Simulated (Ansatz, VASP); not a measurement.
**Two plane-wave programs on WS2**

```xyz
3
Lattice="1.5651 0.9036 6.0582 -1.5651 0.9036 6.0582 0.0000 -1.8072 6.0582" Properties=species:S:1:pos:R:3 pbc="T T T"
W     0.0000    0.0000    0.0120
S     0.0000    0.0000    4.5106
S     0.0000    0.0000    7.6308
```

Alike in both runs: functional LDA; k mesh 8 × 8 × 8; occupations fermi-dirac, width 0.02 eV; no spin polarisation.

Ansatz relaxed the structure, and its values are those at the end. VASP's run is a single point on that final structure, the one shown.

|  | VASP | Ansatz |
| --- | --- | --- |
| version | VASP 6.6.1 | Ansatz 0.2.0 |
| potentials or method | VASP PAW LDA potentials, release 64 (W_sv, S), cutoff 520 eV | PAW plane waves |
| valence electrons in the cell | 26 | 26 |

|  | VASP | Ansatz | Ansatz less VASP |
| --- | --- | --- | --- |
| gap on the k mesh at the Fermi level (eV) | 1.04 | 1.03 | -0.010 |
| pressure (GPa) | 0.4 | 0.0 | -0.38 |
| rms of the force components (eV/Å) | 0.022 | 0.002 | -0.0207 |

Ansatz warns that its potentials were made for another functional, while VASP's fit it. LDA's correlation is that of Perdew and Zunger in VASP and of Perdew and Wang (1992) in Ansatz.

Neither program's run includes spin-orbit coupling.
